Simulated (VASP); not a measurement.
# K3S3Br (Pm-3m) in VASP: a series of runs, part 2 of 2

VASP 6.6.1. The steps go on from the part before.

## Step 3: Relaxation of cell and atoms, PBE

This run uses another cell than the first one, of 32.93 Å³/atom.

INCAR reads:

```
PREC = Accurate
ENCUT = 600
EDIFF = 1E-6
ISMEAR = 0
SIGMA = 0.1
LREAL = F
LASPH = T
NELM = 100
ALGO = Normal
ISIF = 3
LWAVE = F
LCHARG = F
GGA = PE
IBRION = 2
NSW = 100
EDIFFG = -0.01
```

KPOINTS reads:

```
Automatic mesh
0
Gamma
  6 6 6
```

POSCAR reads:

```
K3S3Br
1.0
    6.1314876000      0.0000000000      0.0000000000
    0.0000000000      6.1314876000      0.0000000000
    0.0000000000      0.0000000000      6.1314876000
K S Br
3 3 1
Direct
    0.0000000000      0.0000000000      0.5000000000
    0.5000000000      0.0000000000      0.0000000000
    0.0000000000      0.5000000000      0.0000000000
    0.0000000000      0.5000000000      0.5000000000
    0.5000000000      0.0000000000      0.5000000000
    0.5000000000      0.5000000000      0.0000000000
    0.5000000000      0.5000000000      0.5000000000
```

Potentials or basis: VASP PAW PBE potentials, release 64 (K_sv, S, Br).

On the command line:

```bash
$ cat potpaw_PBE.64/K_sv/POTCAR potpaw_PBE.64/S/POTCAR potpaw_PBE.64/Br/POTCAR > POTCAR
$ mpirun -np 1 vasp_std > vasp.out
```

OUTCAR:

```text
PREC = Accurate
   ENCUT = 600
   EDIFF = 1E-6
   ISMEAR = 0
   LREAL = F
   LASPH = T
   NELM = 100
   ISIF = 3
   GGA = PE
   IBRION = 2
   NSW = 100
   EDIFFG = -0.01

 ion  position               nearest neighbor table
   1  0.000  0.000  0.500-   4 3.07   5 3.07   4 3.07   5 3.07
   2  0.500  0.000  0.000-   5 3.07   6 3.07   5 3.07   6 3.07
   3  0.000  0.500  0.000-   4 3.07   6 3.07   4 3.07   6 3.07
   4  0.000  0.500  0.500-   1 3.07   3 3.07   3 3.07   1 3.07
   5  0.500  0.000  0.500-   1 3.07   2 3.07   2 3.07   1 3.07
   6  0.500  0.500  0.000-   2 3.07   3 3.07   2 3.07   3 3.07
   7  0.500  0.500  0.500-

  LATTYP: Found a simple cubic cell.
 ALAT       =     6.1314876000

  Lattice vectors:

 A1 = (   6.1314876000,   0.0000000000,   0.0000000000)
 A2 = (   0.0000000000,   6.1314876000,   0.0000000000)
 A3 = (   0.0000000000,   0.0000000000,   6.1314876000)

Analysis of symmetry for initial positions (statically):
=====================================================================
 Subroutine PRICEL returns:
 Original cell was already a primitive cell.

 Routine SETGRP: Setting up the symmetry group for a
 simple cubic supercell.

 Subroutine GETGRP returns: Found 48 space group operations
 (whereof 48 operations were pure point group operations)
 out of a pool of 48 trial point group operations.

The static configuration has the point symmetry O_h .

Analysis of symmetry for dynamics (positions and initial velocities):
=====================================================================
 Subroutine PRICEL returns:
 Original cell was already a primitive cell.

 Routine SETGRP: Setting up the symmetry group for a
 simple cubic supercell.

 Subroutine GETGRP returns: Found 48 space group operations
 (whereof 48 operations were pure point group operations)
 out of a pool of 48 trial point group operations.

The dynamic configuration has the point symmetry O_h .

 Subroutine INISYM returns: Found 48 space group operations
 (whereof 48 operations are pure point group operations),
 and found     1 'primitive' translations

----------------------------------------------------------------------------------------

                                     Primitive cell

  volume of cell :     230.5141

  direct lattice vectors                    reciprocal lattice vectors
     6.131487600  0.000000000  0.000000000     0.163092558  0.000000000  0.000000000
     0.000000000  6.131487600  0.000000000     0.000000000  0.163092558  0.000000000
     0.000000000  0.000000000  6.131487600     0.000000000  0.000000000  0.163092558

  length of vectors
     6.131487600  6.131487600  6.131487600     0.163092558  0.163092558  0.163092558

  position of ions in fractional coordinates (direct lattice)
     0.000000000  0.000000000  0.500000000
     0.500000000  0.000000000  0.000000000
     0.000000000  0.500000000  0.000000000
     0.000000000  0.500000000  0.500000000
     0.500000000  0.000000000  0.500000000
     0.500000000  0.500000000  0.000000000
     0.500000000  0.500000000  0.500000000

  ion indices of the primitive-cell ions
   primitive index   ion index
                 1           1
                 2           2
                 3           3
                 4           4
                 5           5
                 6           6
                 7           7

----------------------------------------------------------------------------------------

 KPOINTS: Automatic mesh

Automatic generation of k-mesh.
 Grid dimensions read from file:
 generate k-points for:    6    6    6

 Generating k-lattice:

  Cartesian coordinates                     Fractional coordinates (reciprocal lattice)
     0.027182093  0.000000000  0.000000000     0.166666667  0.000000000  0.000000000
     0.000000000  0.027182093  0.000000000     0.000000000  0.166666667  0.000000000
     0.000000000  0.000000000  0.027182093     0.000000000  0.000000000  0.166666667

  Length of vectors
     0.027182093  0.027182093  0.027182093

  Shift w.r.t. Gamma in fractional coordinates (k-lattice)
     0.000000000  0.000000000  0.000000000

 Subroutine IBZKPT returns following result:
 ===========================================

 Found     20 irreducible k-points:

 Following reciprocal coordinates:
            Coordinates               Weight
  0.000000  0.000000  0.000000      1.000000
  0.166667  0.000000  0.000000      6.000000
  0.333333  0.000000  0.000000      6.000000
  0.500000  0.000000  0.000000      3.000000
  0.166667  0.166667  0.000000     12.000000
  0.333333  0.166667  0.000000     24.000000
[... 12 lines left out ...]
  0.500000  0.500000  0.333333      6.000000
  0.500000  0.500000  0.500000      1.000000
   k-points           NKPTS =     20   k-points in BZ     NKDIM =     20   number of bands    NBANDS=     31
   number of dos      NEDOS =    301   number of ions     NIONS =      7
   total plane-waves  NPLWV = 125000
   dimension x,y,z NGX =    50 NGY =   50 NGZ =   50
   dimension x,y,z NGXF=   100 NGYF=  100 NGZF=  100
   ions per type =               3   3   1
   NGX,Y,Z   is equivalent  to a cutoff of  13.56, 13.56, 13.56 a.u.
   NGXF,Y,Z  is equivalent  to a cutoff of  27.11, 27.11, 27.11 a.u.
 SYSTEM =  unknown system
   PREC   = accura    normal or accurate (medium, high low for compatibility)
   ISTART =      0    job   : 0-new  1-cont  2-samecut
   ICHARG =      2    charge: 1-file 2-atom 10-const
   ISPIN  =      1    spin polarized calculation?
   LNONCOLLINEAR =      F non collinear calculations
   LSORBIT =      F    spin-orbit coupling
   LASPH  =      T    aspherical Exc in radial PAW
   ENCUT  =  600.0 eV  44.10 Ry    6.64 a.u.  12.25 12.25 12.25*2*pi/ulx,y,z
   NELM   =    100;   NELMIN=  2; NELMDL= -5     # of ELM steps
   EDIFF  = 0.1E-05   stopping-criterion for ELM
   LREAL  =      F    real-space projection
   EDIFFG = -.1E-01   stopping-criterion for IOM
   NSW    =    100    number of steps for IOM
   IBRION =      2    ionic relax: 0-MD 1-quasi-New 2-CG
   NFREE  =      1    steps in history (QN), initial steepest desc. (CG)
   ISIF   =      3    stress and relaxation
   ISYM   =      2    0-nonsym 1-usesym 2-fastsym
   POTIM  = 0.5000    time-step for ionic-motion
   TEBEG  =    0.0;   TEEND  =   0.0 temperature during run
   PSTRESS=    0.0 pullay stress
   NELECT =      52.0000    total number of electrons
   NUPDOWN=      -1.0000    fix difference up-down
   EMIN   =  10.00;   EMAX   =-10.00  energy-range for DOS
   EFERMI =   0.00;   METHOD = LEGACY
   ISMEAR =     0;   SIGMA  =   0.10  broadening in eV -4-tet -1-fermi 0-gaus
   EFERMI_NEDOS =   21; number of points for ismear=-14 and -15
   IALGO  =     38    algorithm
   IMIX   =      4    mixing-type and parameters
     AMIX     =   0.40;   BMIX     =  1.00
     AMIX_MAG =   1.60;   BMIX_MAG =  1.00
  volume/ion in A,a.u.               =      32.93       222.23
  Fermi-wavevector in a.u.,A,eV,Ry     =   0.996575  1.883254 13.512792  0.993162
  Thomas-Fermi vector in A             =   2.128673
   LORBIT       =      0    0 simple, 1 ext, 2 COOP (PROOUT), +10 PAW based schemes
   GGA     = PE    functional components
   LHFCALC =     F    Hartree Fock is set to
   AEXX    =    0.0000 exact exchange contribution
   IVDW    =     0    specifies the selected vdW correction
   LEPSILON=     F    determine dielectric tensor
   LRPA    =     F    only Hartree local field effects (RPA)
 conjugate gradient relaxation of ions
 non-spin polarized calculation
 Gauss-broadening in eV      SIGMA  =   0.10
  energy-cutoff  :      600.00
  volume of cell :      230.51
 maximum number of plane-waves:      7720
 NGX is ok and might be reduce to    50
   NGX = 25   NGY = 25   NGZ = 25

--------------------------------------- Ionic step        1  -------------------------------------------

 number of electron      52.0000007 magnetization

 Free energy of the ion-electron system (eV)
  ---------------------------------------------------
  ext. energy  EPLUGINS =         0.00000000
  ---------------------------------------------------
  free energy    TOTEN  =       -19.43486007 eV

  energy without entropy =      -19.39884606  energy(sigma->0) =      -19.41685307

------------------------ aborting loop because EDIFF is reached ----------------------------------------

  FORCE on cell =-STRESS in cart. coord.  units (eV):
  Direction    XX          YY          ZZ          XY          YZ          ZX
  --------------------------------------------------------------------------------------
  -------------------------------------------------------------------------------------
  Total       -0.2846225     -0.2846225     -0.2846225      0.0000000      0.0000000      0.0000000
  in kB       -1.9782548     -1.9782548     -1.9782548      0.0000000      0.0000000      0.0000000
  external PRESSURE =      -1.9782548 kB  Pullay stress =       0.0000000 kB
[... 67 lines left out ...]
  energy  without entropy=      -19.4000117884  energy(sigma->0) =      -19.41802388

--------------------------------------- Ionic step        3  -------------------------------------------

 number of electron      52.0000009 magnetization

 Free energy of the ion-electron system (eV)
  ---------------------------------------------------
  ext. energy  EPLUGINS =         0.00000000
  ---------------------------------------------------
  free energy    TOTEN  =       -19.43625814 eV

  energy without entropy =      -19.40022620  energy(sigma->0) =      -19.41824217

 E-fermi :   0.1378     XC(G=0):  -7.5278

 val. band max:        0.1356101577   @ k =   0.3333   0.1667   0.1667
 cond. band min:       0.1461285834   @ k =   0.5000   0.3333   0.0000
 fundamental gap:      0.0105184257
 Fermi energy:         0.1377733622

 k-point     1 :       0.0000    0.0000    0.0000
  band No.  band energies     occupation
      1     -28.8242      2.00000
      2     -28.8100      2.00000
      3     -28.8100      2.00000
      4     -14.8318      2.00000
      5     -12.5337      2.00000
      6     -12.5337      2.00000
[... 703 lines left out ...]
  FREE ENERGIE OF THE ION-ELECTRON SYSTEM (eV)
  ---------------------------------------------------
  free  energy   TOTEN  =       -19.4362581448 eV

  energy  without entropy=      -19.4002261987  energy(sigma->0) =      -19.41824217

 reached required accuracy - stopping structural energy minimisation
```

Wall time 3.6 min (1 thread of Intel Xeon 6975P-C (Granite Rapids), shared host); peak memory 0.46 GiB.

Results:

| Item | Value |
| --- | --- |
| Free energy | -19.4363 eV |
| Relaxed volume | 32.62 Å³/atom |
| Relaxed cell | a = 6.112 Å, b = 6.112 Å, c = 6.112 Å, α = 90.00°, β = 90.00°, γ = 90.00° |
| Space group after relaxing (to 0.1 Å) | Pm-3m (No. 221) |
| Energy gained by relaxing | 0.2 meV/atom |
| Ionic steps | 3 |
| Pressure after relaxing | 0.0 GPa |
| Band gap on the k mesh | zero (bands 26 and 27 overlap by 1.80 eV) |

The path:
| step | energy change (eV) | largest force (eV/Å) | pressure (GPa) | volume (Å³) |
| --- | --- | --- | --- | --- |
| 1 | 0.0000 | 0.0000 | -0.20 | 230.51 |
| 2 | -0.0012 | 0.0000 | -0.08 | 229.16 |
| 3 | -0.0014 | 0.0000 | 0.00 | 228.31 |

Final structure:
```
K S Br
1.0
     6.11186    0.00000    0.00000
     0.00000    6.11186    0.00000
     0.00000    0.00000    6.11186
K S Br
3 3 1
Direct
  0.00000 0.00000 0.50000
  0.50000 0.00000 0.00000
  0.00000 0.50000 0.00000
  0.00000 0.50000 0.50000
  0.50000 0.00000 0.50000
  0.50000 0.50000 0.00000
  0.50000 0.50000 0.50000
```

## Step 4: Single point, PBE

This run uses another cell than the first one, of 32.93 Å³/atom.

INCAR reads:

```
PREC = Accurate
ENCUT = 520
EDIFF = 1E-6
ISMEAR = 0
SIGMA = 0.1
LREAL = False
LASPH = True
NELM = 100
ALGO = Normal
ISIF = 2
LWAVE = False
LCHARG = True
GGA = PE
LELF = True
LVHAR = True
NBANDS = 35
```

KPOINTS reads:

```
Automatic mesh
0
Gamma
  4 4 4
```

POSCAR is that of step 3.

On the command line:

```bash
$ cat potpaw_PBE.64/K_sv/POTCAR potpaw_PBE.64/S/POTCAR potpaw_PBE.64/Br/POTCAR > POTCAR
$ mpirun -np 1 vasp_std > vasp.out
```

Run time: 48 s. Hardware: 1 thread of Intel Xeon 6975P-C (Granite Rapids), shared host; peak memory 0.35 GiB.

Results (log left out):

```yaml
Free_energy: -19.4567 eV
Pressure: -0.3 GPa
Band_gap_on_the_k_mesh: zero (bands 26 and 27 overlap by 1.74 eV)
```

Levels at points of the mesh, in eV from the Fermi level:
```csv
k point,band 22,band 23,band 24,band 25,band 26,band 27,band 28,band 29,band 30,band 31
"(0.00, 0.00, 0.00)",-0.62,-0.55,-0.55,-0.55,0.99,0.99,0.99,1.91,4.44,4.44
"(0.50, 0.00, 0.00)",-1.01,-0.75,-0.75,-0.62,-0.62,0.97,0.97,2.81,4.56,5.20
"(0.50, 0.50, 0.00)",-1.05,-1.05,-0.87,-0.78,-0.78,-0.72,0.95,3.29,4.60,4.86
"(0.50, 0.50, 0.50)",-1.69,-1.40,-0.90,-0.90,-0.75,-0.75,-0.75,3.25,5.10,5.10
```

## Step 5: The runs side by side

| task | cell | k mesh | cutoff (eV) | gap on the mesh (eV) | pressure (GPa) |
| --- | --- | --- | --- | --- | --- |
| single point | a = 6.105 Å, 7 atoms | 6 × 6 × 6 | 520 | none | 0.0 |
| relaxation of cell and atoms | relaxed from a = 6.131 Å, 7 atoms | 6 × 6 × 6 | 600 | none | 0.0 |
| single point | a = 6.131 Å, 7 atoms | 4 × 4 × 4 | 520 | none | -0.3 |

Alike in all rows: level PBE; potentials or basis VASP PAW PBE potentials, release 64 (K_sv, S, Br); no spin polarisation; smearing gaussian 0.1 eV.

Total energies depend on the potentials used, so only differences within one code and one set of settings carry meaning.

The gap in the log of VASP goes by the Fermi energy; the results here count the filled bands.